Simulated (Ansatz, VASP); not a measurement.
**One calculation of Hf, two programs**

```
CELL_PARAMETERS angstrom
-1.83207 1.83207 1.80500
1.83207 -1.83207 1.80500
1.83207 1.83207 -1.80500
ATOMIC_POSITIONS crystal
Hf 0.00000 0.00000 0.00000
```

Change from the starting cell: strain +0.015 along x and y, +0.000 along z, atoms carried along.

Alike in both runs: task single point; functional PBEsol; k mesh 18 × 18 × 18; occupations gaussian, width 0.15 eV; no spin polarisation.

|  | VASP | Ansatz |
| --- | --- | --- |
| version | VASP 6.6.1 | Ansatz 0.2.0 |
| potentials or method | VASP PAW PBE potentials, release 64 (Hf_pv), cutoff 520 eV | scalar-relativistic, plane waves, PAW |
| valence electrons in the cell | 10 | 26 |

```csv
,VASP,Ansatz,Ansatz less VASP
gap on the k mesh at the Fermi level (eV),none,none,-
pressure (GPa),-11.4,-11.1,+0.32
"traceless stress, the component that is largest in VASP (GPa)",-0.49,-0.48,+0.015
```

VASP's potentials were made for PBE, not for PBEsol. A gap of «none» marks a metal or a gap that the smearing closes. The functional is the same, so the differences come from potentials, cutoffs and numerics. VASP's potentials hold 10 valence electrons a cell and Ansatz's 26, so a difference there can come from the potentials and not from the codes.

Neither program's run includes spin-orbit coupling.
